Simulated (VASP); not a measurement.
# H (I4/mmm) in VASP: a series of runs

Runs on H. Level: PBE. Tasks: single point.

Program: VASP 6.6.1. These are calculated values, not measurements. Logs are shortened: lines on timing, memory, paths and dates and some standing lists are left out, and cuts for length are marked.

**1. The cell of the first run**

The structure is tetragonal, space group I4/mmm (No. 139). Conventional cell: a = 3.858 Å, b = 3.858 Å, c = 4.461 Å, α = 90.00°, β = 90.00°, γ = 90.00°. H (site symmetry 4mm) has 1 H at 0.74 Å within 1.0 Å.

**2. Single point, PBE (biaxial strain in the a-b plane: +4.0 %)**

File INCAR:

```
SYSTEM = H
PREC     = Accurate       ! precision mode
ENCUT    = 520            ! plane-wave cutoff, eV
EDIFF    = 1E-6           ! SCF threshold, eV
ISMEAR   = 0              ! smearing method
SIGMA    = 0.02           ! smearing width, eV
LREAL    = .FALSE.        ! projectors in reciprocal space
LASPH    = .TRUE.         ! aspherical terms in the spheres
NELM     = 80             ! most SCF steps
ALGO     = Normal         ! electronic algorithm
ISIF     = 2              ! what is computed and relaxed
LWAVE    = .FALSE.        ! write WAVECAR
LCHARG   = .FALSE.        ! write CHGCAR
GGA      = PE             ! functional
NBANDS   = 10             ! bands
```

File KPOINTS:

```
regular mesh
0
G
  6 6 6
  0 0 0
```

File POSCAR:

```
H
1.0
    3.8581829842      0.0000000000      0.0000000000
    0.0000000000      3.8581829842      0.0000000000
    0.0000000000      0.0000000000      4.4614712634
H
4
Direct
    0.0000000000      0.0000000000      0.9169381930
    0.0000000000      0.0000000000      0.0830618070
    0.5000000000      0.5000000000      0.4169381930
    0.5000000000      0.5000000000      0.5830618070
```

Potentials or basis: VASP PAW PBE potentials, release 64 (H).

On the command line:

```bash
$ cat potpaw_PBE.64/H/POTCAR > POTCAR
$ mpirun -np 1 vasp_std > vasp.out
```

OUTCAR:

```text
SYSTEM = H
   PREC = Accurate
   ENCUT = 520
   EDIFF = 1E-6
   ISMEAR = 0
   LREAL = .FALSE.
   LASPH = .TRUE.
   NELM = 80
   ISIF = 2
   GGA = PE

 ion  position               nearest neighbor table
   1  0.000  0.000  0.917-   2 0.74
   2  0.000  0.000  0.083-   1 0.74
   3  0.500  0.500  0.417-   4 0.74
   4  0.500  0.500  0.583-   3 0.74

  LATTYP: Found a simple tetragonal cell.
 ALAT       =     3.8581829842
 C/A-ratio  =     1.1563659064

  Lattice vectors:

 A1 = (   3.8581829842,   0.0000000000,   0.0000000000)
 A2 = (   0.0000000000,   3.8581829842,   0.0000000000)
 A3 = (   0.0000000000,   0.0000000000,   4.4614712634)

Analysis of symmetry for initial positions (statically):
=====================================================================
 Subroutine PRICEL returns following result:

  LATTYP: Found a body centered tetragonal cell.
 ALAT       =     3.8581829842
 C/A-ratio  =     1.1563659064

  Lattice vectors:

 A1 = (  -1.9290914921,  -1.9290914921,  -2.2307356317)
 A2 = (   1.9290914921,   1.9290914921,  -2.2307356317)
 A3 = (   1.9290914921,  -1.9290914921,   2.2307356317)

   2 primitive cells build up your supercell.

 Routine SETGRP: Setting up the symmetry group for a
 simple tetragonal supercell.

 Subroutine GETGRP returns: Found 16 space group operations
 (whereof 16 operations were pure point group operations)
 out of a pool of 16 trial point group operations.

The static configuration has the point symmetry D_4h.

Analysis of symmetry for dynamics (positions and initial velocities):
=====================================================================
 Subroutine PRICEL returns following result:

  LATTYP: Found a body centered tetragonal cell.
 ALAT       =     3.8581829842
 C/A-ratio  =     1.1563659064

  Lattice vectors:

 A1 = (  -1.9290914921,  -1.9290914921,  -2.2307356317)
 A2 = (   1.9290914921,   1.9290914921,  -2.2307356317)
 A3 = (   1.9290914921,  -1.9290914921,   2.2307356317)

   2 primitive cells build up your supercell.

 Routine SETGRP: Setting up the symmetry group for a
 simple tetragonal supercell.

 Subroutine GETGRP returns: Found 16 space group operations
 (whereof 16 operations were pure point group operations)
 out of a pool of 16 trial point group operations.

The dynamic configuration has the point symmetry D_4h.

 Subroutine INISYM returns: Found 16 space group operations
 (whereof 16 operations are pure point group operations),
 and found     2 'primitive' translations

----------------------------------------------------------------------------------------

                                     Primitive cell

  volume of cell :      33.2058

  direct lattice vectors                    reciprocal lattice vectors
    -1.929091492 -1.929091492 -2.230735632     0.000000000 -0.259189366 -0.224141307
     1.929091492  1.929091492 -2.230735632     0.259189366  0.000000000 -0.224141307
     1.929091492 -1.929091492  2.230735632     0.259189366 -0.259189366  0.000000000

  length of vectors
     3.524055821  3.524055821  3.524055821     0.342663760  0.342663760  0.366549116

  position of ions in fractional coordinates (direct lattice)
     0.083061807  0.083061807  0.000000000
     0.916938193  0.916938193  0.000000000

  ion indices of the primitive-cell ions
   primitive index   ion index
                 1           1
                 2           2

----------------------------------------------------------------------------------------

 KPOINTS: regular mesh

Automatic generation of k-mesh.
 Grid dimensions read from file:
 generate k-points for:    6    6    6

 Generating k-lattice:

  Cartesian coordinates                     Fractional coordinates (reciprocal lattice)
     0.043198228  0.000000000  0.000000000     0.166666667  0.000000000  0.000000000
     0.000000000  0.043198228  0.000000000     0.000000000  0.166666667  0.000000000
     0.000000000  0.000000000  0.037356884     0.000000000  0.000000000  0.166666667

  Length of vectors
     0.043198228  0.043198228  0.037356884

  Shift w.r.t. Gamma in fractional coordinates (k-lattice)
     0.000000000  0.000000000  0.000000000

 Subroutine IBZKPT returns following result:
 ===========================================

 Found     40 irreducible k-points:

 Following reciprocal coordinates:
            Coordinates               Weight
  0.000000  0.000000  0.000000      1.000000
  0.166667  0.000000  0.000000      4.000000
  0.333333  0.000000  0.000000      4.000000
  0.500000  0.000000  0.000000      2.000000
  0.166667  0.166667  0.000000      4.000000
  0.333333  0.166667  0.000000      8.000000
[... 16 lines left out ...]
  0.333333  0.000000  0.333333      8.000000
  0.500000  0.000000  0.333333      4.000000
 [... further k-points ...]
   k-points           NKPTS =     40   k-points in BZ     NKDIM =     40   number of bands    NBANDS=     10
   number of dos      NEDOS =    301   number of ions     NIONS =      4
   total plane-waves  NPLWV =  32400
   dimension x,y,z NGX =    30 NGY =   30 NGZ =   36
   dimension x,y,z NGXF=    60 NGYF=   60 NGZF=   72
   ions per type =               4
   NGX,Y,Z   is equivalent  to a cutoff of  12.93, 12.93, 13.41 a.u.
   NGXF,Y,Z  is equivalent  to a cutoff of  25.85, 25.85, 26.83 a.u.
 SYSTEM =  H
   PREC   = accura    normal or accurate (medium, high low for compatibility)
   ISTART =      0    job   : 0-new  1-cont  2-samecut
   ICHARG =      2    charge: 1-file 2-atom 10-const
   ISPIN  =      1    spin polarized calculation?
   LNONCOLLINEAR =      F non collinear calculations
   LSORBIT =      F    spin-orbit coupling
   LASPH  =      T    aspherical Exc in radial PAW
   ENCUT  =  520.0 eV  38.22 Ry    6.18 a.u.   7.17  7.17  8.30*2*pi/ulx,y,z
   NELM   =     80;   NELMIN=  2; NELMDL= -5     # of ELM steps
   EDIFF  = 0.1E-05   stopping-criterion for ELM
   LREAL  =      F    real-space projection
   EDIFFG = 0.1E-04   stopping-criterion for IOM
   NSW    =      0    number of steps for IOM
   IBRION =     -1    ionic relax: 0-MD 1-quasi-New 2-CG
   NFREE  =      0    steps in history (QN), initial steepest desc. (CG)
   ISIF   =      2    stress and relaxation
   ISYM   =      2    0-nonsym 1-usesym 2-fastsym
   POTIM  = 0.5000    time-step for ionic-motion
   TEBEG  =    0.0;   TEEND  =   0.0 temperature during run
   PSTRESS=    0.0 pullay stress
   NELECT =       4.0000    total number of electrons
   NUPDOWN=      -1.0000    fix difference up-down
   EMIN   =  10.00;   EMAX   =-10.00  energy-range for DOS
   EFERMI =   0.00;   METHOD = LEGACY
   ISMEAR =     0;   SIGMA  =   0.02  broadening in eV -4-tet -1-fermi 0-gaus
   EFERMI_NEDOS =   21; number of points for ismear=-14 and -15
   IALGO  =     38    algorithm
   IMIX   =      4    mixing-type and parameters
     AMIX     =   0.40;   BMIX     =  1.00
     AMIX_MAG =   1.60;   BMIX_MAG =  1.00
  volume/ion in A,a.u.               =      16.60       112.04
  Fermi-wavevector in a.u.,A,eV,Ry     =   0.641722  1.212679  5.602976  0.411807
  Thomas-Fermi vector in A             =   1.708155
   LORBIT       =      0    0 simple, 1 ext, 2 COOP (PROOUT), +10 PAW based schemes
   GGA     = PE    functional components
   LHFCALC =     F    Hartree Fock is set to
   AEXX    =    0.0000 exact exchange contribution
   IVDW    =     0    specifies the selected vdW correction
   LEPSILON=     F    determine dielectric tensor
   LRPA    =     F    only Hartree local field effects (RPA)
 non-spin polarized calculation
 Gauss-broadening in eV      SIGMA  =   0.02
  energy-cutoff  :      520.00
  volume of cell :       66.41
 maximum number of plane-waves:      1836
 NGX is ok and might be reduce to    30
   NGX = 15   NGY = 15   NGZ = 17

 number of electron       4.0000003 magnetization

 Free energy of the ion-electron system (eV)
  ---------------------------------------------------
  ext. energy  EPLUGINS =         0.00000000
  ---------------------------------------------------
  free energy    TOTEN  =       -13.57638559 eV

  energy without entropy =      -13.57638559  energy(sigma->0) =      -13.57638559

 E-fermi :  -8.8633     XC(G=0):  -4.5299

 val. band max:       -8.9608642916   @ k =   0.0000   0.0000   0.0000
 cond. band min:       0.4075679914   @ k =   0.5000   0.0000   0.5000
 fundamental gap:      9.3684322830
 Fermi energy:        -8.8633393184

 k-point     1 :       0.0000    0.0000    0.0000
  band No.  band energies     occupation
      1     -10.2445      2.00000
      2      -8.9609      2.00000
      3       1.6771      0.00000
      4       2.9189      0.00000
      5       5.7753      0.00000
      6       5.7753      0.00000
      7       5.8978      0.00000
      8       6.6531      0.00000
      9       7.7577      0.00000
     10      11.7977      0.00000

 k-point     2 :       0.1667    0.0000    0.0000
  band No.  band energies     occupation
      1     -10.1368      2.00000
      2      -9.0132      2.00000
      3       1.9151      0.00000
      4       2.7031      0.00000
      5       4.0102      0.00000
      6       6.0421      0.00000
      7       6.1955      0.00000
      8       6.6333      0.00000
      9       9.8542      0.00000
     10      11.3313      0.00000

 k-point     3 :       0.3333    0.0000    0.0000
  band No.  band energies     occupation
      1      -9.8506      2.00000
      2      -9.1872      2.00000
      3       2.2868      0.00000
      4       2.6132      0.00000
      5       2.6653      0.00000
      6       5.0351      0.00000
      7       6.8359      0.00000
      8       7.4896      0.00000
      9       9.8001      0.00000
     10      10.5583      0.00000

 k-point     4 :       0.5000    0.0000    0.0000
  band No.  band energies     occupation
      1      -9.4909      2.00000
      2      -9.4909      2.00000
      3       2.1434      0.00000
      4       2.1434      0.00000
      5       3.7092      0.00000
      6       3.7092      0.00000
      7       8.1268      0.00000
      8       8.1268      0.00000
      9       8.8407      0.00000
     10       8.8407      0.00000

 k-point     5 :       0.1667    0.1667    0.0000
  band No.  band energies     occupation
      1     -10.0362      2.00000
      2      -9.0522      2.00000
      3       2.1481      0.00000
      4       2.5222      0.00000
      5       3.8324      0.00000
      6       4.6411      0.00000
      7       5.9248      0.00000
      8       8.5749      0.00000
      9      10.5601      0.00000
     10      10.7302      0.00000

 k-point     6 :       0.3333    0.1667    0.0000
  band No.  band energies     occupation
      1      -9.7730      2.00000
      2      -9.1914      2.00000
      3       2.1679      0.00000
      4       2.6308      0.00000
      5       2.8268      0.00000
      6       5.0535      0.00000
      7       5.2689      0.00000
      8       8.4741      0.00000
      9       9.8863      0.00000
     10      10.5423      0.00000
[... 183 lines left out ...]
 k-point    21 :       0.0000    0.0000    0.3333
  band No.  band energies     occupation
      1      -9.9176      2.00000
      2      -9.2674      2.00000
      3       0.9718      0.00000
      4       1.5912      0.00000
      5       6.5809      0.00000
      6       6.5809      0.00000
      7       8.5961      0.00000
      8       8.9188      0.00000
      9       8.9425      0.00000
     10       8.9425      0.00000

 k-point    22 :       0.1667    0.0000    0.3333
  band No.  band energies     occupation
      1      -9.8374      2.00000
      2      -9.2661      2.00000
      3       0.9198      0.00000
      4       1.4045      0.00000
      5       5.5251      0.00000
      6       6.8400      0.00000
      7       7.9199      0.00000
      8       8.5811      0.00000
      9       9.1186      0.00000
     10       9.1371      0.00000

 k-point    23 :       0.3333    0.0000    0.3333
  band No.  band energies     occupation
      1      -9.6382      2.00000
      2      -9.2982      2.00000
      3       0.7518      0.00000
      4       0.9855      0.00000
      5       5.0249      0.00000
      6       6.6653      0.00000
      7       7.5981      0.00000
      8       8.3060      0.00000
      9       9.3719      0.00000
     10       9.4458      0.00000

 k-point    24 :       0.5000    0.0000    0.3333
  band No.  band energies     occupation
      1      -9.4253      2.00000
      2      -9.4253      2.00000
      3       0.6989      0.00000
      4       0.6989      0.00000
      5       5.5548      0.00000
      6       5.5548      0.00000
      7       8.7288      0.00000
      8       8.7288      0.00000
      9       8.7990      0.00000
     10       8.7990      0.00000

 [... further k-points ...]
[... 5 lines left out ...]
  --------------------------------------------------------------------------------------
  -------------------------------------------------------------------------------------
  Total       -0.0646230     -0.0646230      0.4172393      0.0000000      0.0000000     -0.0000000
  in kB       -1.5590273     -1.5590273     10.0658864      0.0000000      0.0000000     -0.0000000
  external PRESSURE =       2.3159439 kB  Pullay stress =       0.0000000 kB

 VOLUME and BASIS-vectors are now :
 -----------------------------------------------------------------------------
  energy-cutoff  :      520.00
  volume of cell :       66.41
      direct lattice vectors                 reciprocal lattice vectors
     3.858182984  0.000000000  0.000000000     0.259189366  0.000000000  0.000000000
     0.000000000  3.858182984  0.000000000     0.000000000  0.259189366  0.000000000
     0.000000000  0.000000000  4.461471263     0.000000000  0.000000000  0.224141307

 POSITION                                       TOTAL-FORCE (eV/Angst)
 -----------------------------------------------------------------------------------
      0.00000      0.00000      4.09089         0.000000      0.000000     -0.329509
      0.00000      0.00000      0.37058        -0.000000     -0.000000      0.329509
      1.92909      1.92909      1.86016        -0.000000      0.000000     -0.329509
      1.92909      1.92909      2.60131        -0.000000     -0.000000      0.329509
 -----------------------------------------------------------------------------------
    total drift:                                0.000000      0.000000      0.000000

  FREE ENERGIE OF THE ION-ELECTRON SYSTEM (eV)
  ---------------------------------------------------
  free  energy   TOTEN  =       -13.5763855917 eV

  energy  without entropy=      -13.5763855917  energy(sigma->0) =      -13.57638559
```

It took 34 s on 1 thread of Intel Xeon 8259CL, shared host; peak memory 0.17 GiB.

What came out:

```
Free energy            : -13.5764 eV
Pressure               : 0.2 GPa
Largest force          : 0.330 eV/Å
Band gap on the k mesh : 9.37 eV
```

Forces on the atoms (eV/Å):
```
H    0.000  0.000 -0.330
H    0.000  0.000  0.330
H    0.000  0.000 -0.330
H    0.000  0.000  0.330
```

Caveat: the cell differs from its parent crystal (biaxial strain in the a-b plane: +4.0 %); this functional lacks dispersion, which holds the molecules together, so the pressure and a relaxed volume are unreliable.

[end of part 1 of 2]
